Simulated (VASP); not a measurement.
Wanted: the native input for a VASP 6.6.1 run.

```
Task                   : single point
Functional             : LDA
Potentials or basis    : VASP PAW LDA potentials, release 64 (Fe, O)
Cutoff                 : 520 eV
k mesh                 : 12 × 12 × 12
Occupations            : fermi-dirac, width 0.05 eV
Spin                   : collinear spin, ferromagnetic start
Starting moments       : [3.0, 0.0] μB
Dipole correction      : no
Further INCAR settings : ALGO = Normal; EDIFF = 1e-06; NBANDS = 18
```

The structure of FeO lies in POSCAR:

```
FeO
1.0
   -1.5693982481      1.5693982481      2.0408621071
    1.5693982481     -1.5693982481      2.0408621071
    1.5693982481      1.5693982481     -2.0408621071
Fe O
1 1
Direct
    0.0000000000      0.0000000000      0.0000000000
    0.5000000000      0.5000000000      0.0000000000
```

This cell differs from its parent crystal: volume scaled by 0.94.

The input as run:

INCAR

```
SYSTEM = FeO
PREC = Accurate ; ENCUT = 520
EDIFF = 1E-6 ; ISMEAR = -1
SIGMA = 0.05 ; LREAL = .False.
LASPH = .True. ; NELM = 150
ALGO = Normal ; ISIF = 2
LWAVE = .False. ; LCHARG = .True.
ISPIN = 2 ; MAGMOM = 3 0
LORBIT = 11 ; LMAXMIX = 4
GGA = CA ; LELF = .True.
LVHAR = .True. ; NBANDS = 18
```

KPOINTS

```
regular mesh
0
Gamma
  12 12 12
  0 0 0
```

Potentials or basis: VASP PAW LDA potentials, release 64 (Fe, O).

Run with:

```sh
$ cat potpaw_LDA.64/Fe/POTCAR potpaw_LDA.64/O/POTCAR > POTCAR
$ mpirun -np 1 vasp_std > vasp.out
```

Results of the run:

```yaml
Pressure: -14.8 GPa
Net_moment: 3.91 μB per cell
Site_moments: Fe +3.50; O +0.30 μB
Valence_electrons_inside_the_program's_atomic_spheres: Fe 6.79; O 4.95
```

Caveat: a cell with one magnetic atom can't hold antiferromagnetic order, which such compounds often take.

It took 58 s on 1 thread of Intel(R) Xeon(R) 6975P-C (Granite Rapids), with other jobs on the host, peak memory 0.2 GiB.
